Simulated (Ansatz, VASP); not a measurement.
ZnO in VASP and in Ansatz

```xyz
4
Lattice="3.1491 0.0000 0.0000 -1.5746 2.7272 0.0000 0.0000 0.0000 5.4899" Properties=species:S:1:pos:R:3 pbc="T T T"
Zn    0.0000    1.8181    0.0086
Zn    1.5746    0.9091    2.7536
O     0.0000    1.8181    2.2546
O     1.5746    0.9091    4.9995
```

Alike in both runs: task single point; functional PBEsol; k mesh 9 × 9 × 6; occupations gaussian, width 0.05 eV; no spin polarisation.

|  | VASP | Ansatz |
| --- | --- | --- |
| version | VASP 6.6.1 | Ansatz 0.2.0 |
| potentials or method | VASP PAW PBE potentials, release 64 (Zn, O), cutoff 520 eV | scalar-relativistic, plane waves, PAW |
| valence electrons in the cell | 36 | 36 |

Ansatz gave:

```
gap on the k mesh at the Fermi level (eV)                     : 0.65
least direct gap on the mesh (eV)                             : 0.65
pressure (GPa)                                                : 6.2
traceless stress, the component that is largest in VASP (GPa) : -14.98
rms of the force components (eV/Å)                            : 0.469
```

Task: What did VASP give for the same quantities?

Result: gap on the k mesh at the Fermi level (eV): 0.64; least direct gap on the mesh (eV): 0.64; pressure (GPa): 7.3; traceless stress, the component that is largest in VASP (GPa): -15.69; rms of the force components (eV/Å): 0.493.

VASP's potentials were made for PBE, not for PBEsol, and Ansatz warns of the same on its side. Atom by atom the forces differ by 0.025 eV/Å (rms over components). With one functional, cell and mesh, what is left measures potentials, basis and numerics.
